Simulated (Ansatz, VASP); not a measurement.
Two plane-wave programs on InSb

INCAR

```
ALGO = Normal
EDIFF = 1E-6
ENCUT = 500
GGA = PS
GGA_COMPAT = F
ISIF = 2
ISMEAR = 0
LASPH = T
LCHARG = F
LREAL = F
LWAVE = F
NBANDS = 16
NELM = 120
PREC = Accurate
SIGMA = 0.15
```

File KPOINTS:

```
k-points
0
Gamma
  14 14 8
```

POSCAR

```
InSb
1.0
    3.1576362431      0.0000000000      0.0000000000
    0.0000000000      3.0361886953      0.0000000000
    0.0000000000      0.0000000000      5.8525016686
In Sb
1 1
Direct
    0.0000000000      0.0000000000      0.0000000000
    0.0000000000      0.0000000000      0.5000000000
```

Input for Ansatz:

```yaml
crystal:
  lattice:
    - [3.1576362431, 0.0, 0.0]
    - [0.0, 3.0361886953, 0.0]
    - [0.0, 0.0, 5.8525016686]
  atoms:
    - { symbol: In, position: [0.0, 0.0, 0.0] }
    - { symbol: Sb, position: [0.0, 0.0, 0.5] }
basis:
  ecutwfc: 420
kpoints:
  mp_grid: { grid: [14, 14, 8] }
hamiltonian:
  xc: pbesol
  pseudopotentials: { kind: paw, azcp: { folder: soft_1 } }
scf:
  occupations: { method: gaussian, width: 0.15 }
output:
  forces: true
  stress: true
  eigenvalues: true
```

Change from the starting cell: normal strain along x +0.0400, normal strain along z -0.0400.

Alike in both runs: task single point; functional PBEsol; k mesh 14 × 14 × 8; occupations gaussian, width 0.15 eV; no spin polarisation.

```csv
,VASP,Ansatz
version,VASP 6.6.1,Ansatz 0.2.0
potentials or method,"VASP PAW PBE potentials, release 64 (In_d, Sb), cutoff 500 eV","scalar-relativistic, plane waves, PAW"
valence electrons in the cell,18,28
```

|  | VASP | Ansatz | Ansatz less VASP |
| --- | --- | --- | --- |
| gap on the k mesh at the Fermi level (eV) | none | none | - |
| pressure (GPa) | 0.4 | 0.4 | -0.03 |
| traceless stress, the component that is largest in VASP (GPa) | 4.06 | 4.06 | +0.006 |

VASP's potentials were made for PBE, not for PBEsol, and Ansatz warns of the same on its side. A gap of «none» marks a metal or a gap that the smearing closes. VASP's potentials hold 18 valence electrons a cell and Ansatz's 28, so a difference there can come from the potentials and not from the codes.

Neither program's run includes spin-orbit coupling.
